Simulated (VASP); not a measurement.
## Ge: single point with PBE+D3(BJ)

**What was measured.**

From “Electronic and optical properties of SixGe1-x-ySny alloys lattice-matched to Ge”, 2021, arxiv:2109.02782, for a bulk crystal of Ge at 300 K: band gap 0.807 eV (direct).

Ge:

```
Ge
1.0
     0.00000    2.85005    2.85005
     2.85005    0.00000    2.85005
     2.85005    2.85005    0.00000
Ge
2
Cartesian
  4.2751 4.2751 4.2751
  2.8500 2.8500 2.8500
```

```
Program                : VASP 6.6.1
Task                   : single point
Functional             : PBE
Dispersion             : D3(BJ)
Potentials or basis    : VASP PAW PBE potentials, release 64 (Ge_d)
Cutoff                 : 520 eV
k mesh                 : 8 × 8 × 8
Occupations            : fermi-dirac, width 0.05 eV
Spin                   : no spin polarisation
Dipole correction      : no
Further INCAR settings : ALGO = Normal; EDIFF = 1e-07; NBANDS = 21
```

| Item | Value |
| --- | --- |
| Pressure | -0.1 GPa |
| Band gap on the k mesh | zero (filled and empty bands touch) |
| Dispersion energy per atom | -0.290 eV |

Levels at points of the mesh, in eV from the Fermi level:
```csv
k point,band 10,band 11,band 12,band 13,band 14,band 15,band 16,band 17,band 18,band 19
"(0.00, 0.00, 0.00)",-24.55,-12.61,-0.17,-0.01,-0.01,-0.01,2.54,2.54,2.54,6.37
"(0.50, 0.00, 0.00)",-24.52,-10.58,-7.50,-1.38,-1.38,0.11,3.73,3.73,7.11,10.42
"(0.50, 0.50, 0.00)",-24.51,-8.81,-8.81,-3.00,-3.00,0.78,0.78,9.33,9.33,11.38
```

Wall time 36 s on 1 thread of Intel(R) Xeon(R) Platinum 8488C (Sapphire Rapids), on a shared host, peak memory 0.17 GiB.

Against the measured gap of Ge, 0.807 eV (direct; 300 K; “Electronic and optical properties of SixGe1-x-ySny alloys lattice-matched to Ge”, 2021, arxiv:2109.02782), the calculated 0.00 eV is off by -0.81 eV. 3 values of this kind are on record (0.666 to 0.807 eV); this one was drawn at random among those near their median. Spin-orbit coupling on Ge is left out. The value is that of PBE+D3(BJ) on a finite k mesh, which can miss the band edges, without temperature or zero-point motion. Semilocal functionals fall short of measured gaps as a rule.

Caveat: pairwise dispersion overbinds metals, which lowers pressure and volume.
